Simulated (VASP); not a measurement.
# InGa3As4 (P-43m) in VASP: further runs

Runs on InGa3As4. Level: PBE. Tasks: single point.

Program: VASP 6.6.1. These are calculated values, not measurements. Logs are shortened: lines on timing, memory, paths and dates and some standing lists are left out, and cuts for length are marked.

**1. The cell of the first run**

Symmetry: P-43m, No. 215, cubic system. The conventional cell has a = 5.611 Å, b = 5.611 Å, c = 5.611 Å, α = 90.00°, β = 90.00°, γ = 90.00°. In (site symmetry -43m) has 4 As at 2.43 Å within 3.2 Å. Within 3.2 Å of Ga (site symmetry -42m) lie 4 As at 2.43 Å. As (site symmetry 3m) has 1 In at 2.43 Å and 3 Ga at 2.43 Å within 3.2 Å.

**2. Single point, PBE**

File INCAR:

```
ALGO = Normal
EDIFF = 1E-6
ENCUT = 520
GGA = PE
ISIF = 2
ISMEAR = 0
LASPH = T
LCHARG = F
LREAL = F
LWAVE = F
NBANDS = 46
NELM = 60
PREC = Accurate
SIGMA = 0.1
```

File KPOINTS:

```
k-points
0
Gamma
  4 4 4
```

File POSCAR:

```
InGa3As4
1.0
    5.6108227000      0.0000000000      0.0000000000
    0.0000000000      5.6108227000      0.0000000000
    0.0000000000      0.0000000000      5.6108227000
In Ga As
1 3 4
Direct
    0.5000000000      0.5000000000      0.5000000000
    0.5000000000      0.0000000000      0.0000000000
    0.0000000000      0.0000000000      0.5000000000
    0.0000000000      0.5000000000      0.0000000000
    0.2500000000      0.7500000000      0.2500000000
    0.2500000000      0.2500000000      0.7500000000
    0.7500000000      0.7500000000      0.7500000000
    0.7500000000      0.2500000000      0.2500000000
```

Potentials or basis: VASP PAW PBE potentials, release 64 (In_d, Ga_d, As).

Launch:

```sh
> cat potpaw_PBE.64/In_d/POTCAR potpaw_PBE.64/Ga_d/POTCAR potpaw_PBE.64/As/POTCAR > POTCAR
> mpirun -np 1 vasp_std > vasp.out
```

OUTCAR:

```text
EDIFF = 1E-6
   ENCUT = 520
   GGA = PE
   ISIF = 2
   ISMEAR = 0
   LASPH = T
   LREAL = F
   NELM = 60
   PREC = Accurate

 ion  position               nearest neighbor table
   1  0.500  0.500  0.500-   5 2.43   6 2.43   7 2.43   8 2.43
   2  0.500  0.000  0.000-   5 2.43   6 2.43   7 2.43   8 2.43
   3  0.000  0.000  0.500-   5 2.43   6 2.43   7 2.43   8 2.43
   4  0.000  0.500  0.000-   5 2.43   6 2.43   7 2.43   8 2.43
   5  0.250  0.750  0.250-   1 2.43   2 2.43   3 2.43   4 2.43
   6  0.250  0.250  0.750-   1 2.43   2 2.43   3 2.43   4 2.43
   7  0.750  0.750  0.750-   1 2.43   2 2.43   3 2.43   4 2.43
   8  0.750  0.250  0.250-   1 2.43   2 2.43   3 2.43   4 2.43

  LATTYP: Found a simple cubic cell.
 ALAT       =     5.6108227000

  Lattice vectors:

 A1 = (   5.6108227000,   0.0000000000,   0.0000000000)
 A2 = (   0.0000000000,   5.6108227000,   0.0000000000)
 A3 = (   0.0000000000,   0.0000000000,   5.6108227000)

Analysis of symmetry for initial positions (statically):
=====================================================================
 Subroutine PRICEL returns:
 Original cell was already a primitive cell.

 Routine SETGRP: Setting up the symmetry group for a
 simple cubic supercell.

 Subroutine GETGRP returns: Found 24 space group operations
 (whereof 24 operations were pure point group operations)
 out of a pool of 48 trial point group operations.

The static configuration has the point symmetry T_d .

Analysis of symmetry for dynamics (positions and initial velocities):
=====================================================================
 Subroutine PRICEL returns:
 Original cell was already a primitive cell.

 Routine SETGRP: Setting up the symmetry group for a
 simple cubic supercell.

 Subroutine GETGRP returns: Found 24 space group operations
 (whereof 24 operations were pure point group operations)
 out of a pool of 48 trial point group operations.

The dynamic configuration has the point symmetry T_d .

 Subroutine INISYM returns: Found 24 space group operations
 (whereof 24 operations are pure point group operations),
 and found     1 'primitive' translations

----------------------------------------------------------------------------------------

                                     Primitive cell

  volume of cell :     176.6362

  direct lattice vectors                    reciprocal lattice vectors
     5.610822700  0.000000000  0.000000000     0.178226983  0.000000000  0.000000000
     0.000000000  5.610822700  0.000000000     0.000000000  0.178226983  0.000000000
     0.000000000  0.000000000  5.610822700     0.000000000  0.000000000  0.178226983

  length of vectors
     5.610822700  5.610822700  5.610822700     0.178226983  0.178226983  0.178226983

  position of ions in fractional coordinates (direct lattice)
     0.500000000  0.500000000  0.500000000
     0.500000000  0.000000000  0.000000000
     0.000000000  0.000000000  0.500000000
     0.000000000  0.500000000  0.000000000
     0.250000000  0.750000000  0.250000000
     0.250000000  0.250000000  0.750000000
     0.750000000  0.750000000  0.750000000
     0.750000000  0.250000000  0.250000000

  ion indices of the primitive-cell ions
   primitive index   ion index
                 1           1
                 2           2
                 3           3
                 4           4
                 5           5
                 6           6
                 7           7
                 8           8

----------------------------------------------------------------------------------------

 KPOINTS: k-points

Automatic generation of k-mesh.
 Grid dimensions read from file:
 generate k-points for:    4    4    4

 Generating k-lattice:

  Cartesian coordinates                     Fractional coordinates (reciprocal lattice)
     0.044556746  0.000000000  0.000000000     0.250000000  0.000000000  0.000000000
     0.000000000  0.044556746  0.000000000     0.000000000  0.250000000  0.000000000
     0.000000000  0.000000000  0.044556746     0.000000000  0.000000000  0.250000000

  Length of vectors
     0.044556746  0.044556746  0.044556746

  Shift w.r.t. Gamma in fractional coordinates (k-lattice)
     0.000000000  0.000000000  0.000000000

 Subroutine IBZKPT returns following result:
 ===========================================

 Found     10 irreducible k-points:

 Following reciprocal coordinates:
            Coordinates               Weight
  0.000000  0.000000  0.000000      1.000000
  0.250000  0.000000  0.000000      6.000000
  0.500000  0.000000  0.000000      3.000000
  0.250000  0.250000  0.000000     12.000000
  0.500000  0.250000  0.000000     12.000000
  0.500000  0.500000  0.000000      3.000000
  0.250000  0.250000  0.250000      8.000000
  0.500000  0.250000  0.250000     12.000000
  0.500000  0.500000  0.250000      6.000000
  0.500000  0.500000  0.500000      1.000000
   k-points           NKPTS =     10   k-points in BZ     NKDIM =     10   number of bands    NBANDS=     46
   number of dos      NEDOS =    301   number of ions     NIONS =      8
   total plane-waves  NPLWV =  74088
   dimension x,y,z NGX =    42 NGY =   42 NGZ =   42
   dimension x,y,z NGXF=    84 NGYF=   84 NGZF=   84
   ions per type =               1   3   4
   NGX,Y,Z   is equivalent  to a cutoff of  12.44, 12.44, 12.44 a.u.
   NGXF,Y,Z  is equivalent  to a cutoff of  24.89, 24.89, 24.89 a.u.
 SYSTEM =  unknown system
   PREC   = accura    normal or accurate (medium, high low for compatibility)
   ISTART =      0    job   : 0-new  1-cont  2-samecut
   ICHARG =      2    charge: 1-file 2-atom 10-const
   ISPIN  =      1    spin polarized calculation?
   LNONCOLLINEAR =      F non collinear calculations
   LSORBIT =      F    spin-orbit coupling
   LASPH  =      T    aspherical Exc in radial PAW
   ENCUT  =  520.0 eV  38.22 Ry    6.18 a.u.  10.43 10.43 10.43*2*pi/ulx,y,z
   NELM   =     60;   NELMIN=  2; NELMDL= -5     # of ELM steps
   EDIFF  = 0.1E-05   stopping-criterion for ELM
   LREAL  =      F    real-space projection
   EDIFFG = 0.1E-04   stopping-criterion for IOM
   NSW    =      0    number of steps for IOM
   IBRION =     -1    ionic relax: 0-MD 1-quasi-New 2-CG
   NFREE  =      0    steps in history (QN), initial steepest desc. (CG)
   ISIF   =      2    stress and relaxation
   ISYM   =      2    0-nonsym 1-usesym 2-fastsym
   POTIM  = 0.5000    time-step for ionic-motion
   TEBEG  =    0.0;   TEEND  =   0.0 temperature during run
   PSTRESS=    0.0 pullay stress
   NELECT =      72.0000    total number of electrons
   NUPDOWN=      -1.0000    fix difference up-down
   EMIN   =  10.00;   EMAX   =-10.00  energy-range for DOS
   EFERMI =   0.00;   METHOD = LEGACY
   ISMEAR =     0;   SIGMA  =   0.10  broadening in eV -4-tet -1-fermi 0-gaus
   EFERMI_NEDOS =   21; number of points for ismear=-14 and -15
   IALGO  =     38    algorithm
   IMIX   =      4    mixing-type and parameters
     AMIX     =   0.40;   BMIX     =  1.00
     AMIX_MAG =   1.60;   BMIX_MAG =  1.00
  volume/ion in A,a.u.               =      22.08       149.00
  Fermi-wavevector in a.u.,A,eV,Ry     =   1.213833  2.293813 20.046712  1.473392
  Thomas-Fermi vector in A             =   2.349273
   LORBIT       =      0    0 simple, 1 ext, 2 COOP (PROOUT), +10 PAW based schemes
   GGA     = PE    functional components
   LHFCALC =     F    Hartree Fock is set to
   AEXX    =    0.0000 exact exchange contribution
   IVDW    =     0    specifies the selected vdW correction
   LEPSILON=     F    determine dielectric tensor
   LRPA    =     F    only Hartree local field effects (RPA)
 non-spin polarized calculation
 Gauss-broadening in eV      SIGMA  =   0.10
  energy-cutoff  :      520.00
  volume of cell :      176.64
 maximum number of plane-waves:      4780
 NGX is ok and might be reduce to    42
   NGX = 21   NGY = 21   NGZ = 21

 number of electron      72.0000006 magnetization

 Free energy of the ion-electron system (eV)
  ---------------------------------------------------
  ext. energy  EPLUGINS =         0.00000000
  ---------------------------------------------------
  free energy    TOTEN  =       -31.35808203 eV

  energy without entropy =      -31.35808203  energy(sigma->0) =      -31.35808203

 E-fermi :   5.2681     XC(G=0):  -9.7985

 val. band max:        4.8987546314   @ k =   0.0000   0.0000   0.0000
 cond. band min:       5.6226708962   @ k =   0.0000   0.0000   0.0000
 fundamental gap:      0.7239162647
 Fermi energy:         5.2680519802

 k-point     1 :       0.0000    0.0000    0.0000
  band No.  band energies     occupation
      1     -10.1880      2.00000
      2     -10.1880      2.00000
      3     -10.1880      2.00000
      4     -10.0304      2.00000
      5     -10.0304      2.00000
      6     -10.0304      2.00000
[... 38 lines left out ...]
     45       8.6589      0.00000
     46       8.6589      0.00000

 k-point     2 :       0.2500    0.0000    0.0000
  band No.  band energies     occupation
      1     -10.1790      2.00000
      2     -10.1790      2.00000
      3     -10.1706      2.00000
      4     -10.0579      2.00000
      5     -10.0227      2.00000
      6     -10.0227      2.00000
[... 38 lines left out ...]
     45       9.6621      0.00000
     46       9.6621      0.00000

 k-point     3 :       0.5000    0.0000    0.0000
  band No.  band energies     occupation
      1     -10.1689      2.00000
      2     -10.1689      2.00000
      3     -10.1348      2.00000
      4     -10.1040      2.00000
      5     -10.0096      2.00000
      6     -10.0096      2.00000
[... 332 lines left out ...]
     45       9.8398      0.00000
     46       9.8709      0.00000

 k-point    10 :       0.5000    0.5000    0.5000
  band No.  band energies     occupation
      1     -10.1486      2.00000
      2     -10.1486      2.00000
      3     -10.1486      2.00000
      4     -10.1295      2.00000
      5     -10.0145      2.00000
      6     -10.0145      2.00000
[... 38 lines left out ...]
     45       9.5053      0.00000
     46       9.7195      0.00000

------------------------ aborting loop because EDIFF is reached ----------------------------------------

  FORCE on cell =-STRESS in cart. coord.  units (eV):
  Direction    XX          YY          ZZ          XY          YZ          ZX
  --------------------------------------------------------------------------------------
  -------------------------------------------------------------------------------------
  Total       12.1724802     12.1724802     12.1724802      0.0000000      0.0000000     -0.0000000
  in kB      110.4104099    110.4104099    110.4104099      0.0000000      0.0000000     -0.0000000
  external PRESSURE =     110.4104099 kB  Pullay stress =       0.0000000 kB

 VOLUME and BASIS-vectors are now :
 -----------------------------------------------------------------------------
  energy-cutoff  :      520.00
  volume of cell :      176.64
      direct lattice vectors                 reciprocal lattice vectors
     5.610822700  0.000000000  0.000000000     0.178226983  0.000000000  0.000000000
     0.000000000  5.610822700  0.000000000     0.000000000  0.178226983  0.000000000
     0.000000000  0.000000000  5.610822700     0.000000000  0.000000000  0.178226983

 POSITION                                       TOTAL-FORCE (eV/Angst)
 -----------------------------------------------------------------------------------
      2.80541      2.80541      2.80541         0.000000      0.000000      0.000000
      2.80541      0.00000      0.00000         0.000000     -0.000000     -0.000000
      0.00000      0.00000      2.80541        -0.000000     -0.000000      0.000000
      0.00000      2.80541      0.00000         0.000000     -0.000000      0.000000
      1.40271      4.20812      1.40271        -1.014312      1.014312     -1.014312
      1.40271      1.40271      4.20812        -1.014312     -1.014312      1.014312
      4.20812      4.20812      4.20812         1.014312      1.014312      1.014312
      4.20812      1.40271      1.40271         1.014312     -1.014312     -1.014312
 -----------------------------------------------------------------------------------
    total drift:                                0.000000      0.000000     -0.000000

  FREE ENERGIE OF THE ION-ELECTRON SYSTEM (eV)
  ---------------------------------------------------
  free  energy   TOTEN  =       -31.3580820332 eV

  energy  without entropy=      -31.3580820270  energy(sigma->0) =      -31.35808203
```

It took 65 s on 1 thread of Intel Xeon Platinum 8375C at 2.90GHz (Ice Lake), shared host; peak memory 0.29 GiB.

What came out:

```yaml
Free_energy: -31.3581 eV
Pressure: 11.0 GPa
Band_gap_on_the_k_mesh: 0.72 eV, direct
```

Caveat: spin-orbit coupling is left out, which moves the levels of the heavy elements. A k mesh can miss the band edges.

**3. Single point, PBE**

This run uses another cell than the first one, of 25.29 Å³/atom, 1.145 times its volume.

File INCAR:

```
SYSTEM = InGa3As4
ALGO = Normal ; EDIFF = 1E-7
ENCUT = 520 ; GGA = PE
ISIF = 2 ; ISMEAR = 0
LASPH = .True. ; LCHARG = .False.
LREAL = .False. ; LWAVE = .False.
NBANDS = 46 ; NELM = 60
PREC = Accurate ; SIGMA = 0.1
```

File KPOINTS:

```
k-points
0
Gamma
  4 4 4
  0 0 0
```

File POSCAR:

```
InGa3As4
1.0
    5.8704031527      0.0000000000      0.0000000000
    0.0000000000      5.8704031527      0.0000000000
    0.0000000000      0.0000000000      5.8704031527
In Ga As
1 3 4
Direct
    0.5000000000      0.5000000000      0.5000000000
    0.5000000000      0.0000000000      0.0000000000
    0.0000000000      0.0000000000      0.5000000000
    0.0000000000      0.5000000000      0.0000000000
    0.2404003248      0.7595996752      0.2404003248
    0.2404003248      0.2404003248      0.7595996752
    0.7595996752      0.7595996752      0.7595996752
    0.7595996752      0.2404003248      0.2404003248
```

Potentials or basis: VASP PAW PBE potentials, release 64 (In_d, Ga_d, As).

Launch:

```sh
> cat potpaw_PBE.64/In_d/POTCAR potpaw_PBE.64/Ga_d/POTCAR potpaw_PBE.64/As/POTCAR > POTCAR
> mpirun -np 1 vasp_std > vasp.out
```

Run time: 78 s. Hardware: 1 thread of Intel Xeon Platinum 8375C at 2.90GHz (Ice Lake), shared host; peak memory 0.37 GiB.

It converged, with:

- Free energy: -32.3884 eV
- Pressure: -0.1 GPa
- Largest force: 0.046 eV/Å
- Band gap on the k mesh: zero (filled and empty bands touch)

Forces on the atoms (eV/Å):
```
In   0.000  0.000  0.000
Ga   0.000  0.000  0.000
Ga   0.000  0.000  0.000
Ga   0.000  0.000  0.000
As   0.026 -0.026  0.026
As   0.026  0.026 -0.026
As  -0.026 -0.026 -0.026
As  -0.026  0.026  0.026
```

Levels at points of the mesh, in eV from the Fermi level:
```
           k point  band 34  band 35  band 36  band 37  band 38  band 39
(0.00, 0.00, 0.00)    -0.22    -0.03    -0.03    -0.03     1.57     1.57
(0.50, 0.00, 0.00)    -1.67    -1.32    -1.32     1.97     2.05     2.82
(0.50, 0.50, 0.00)    -1.11    -0.95    -0.95     2.24     2.24     2.76
(0.50, 0.50, 0.50)    -0.80    -0.80    -0.80     0.65     0.65     0.65
```

Caveat: spin-orbit coupling is left out, which moves the levels of the heavy elements.
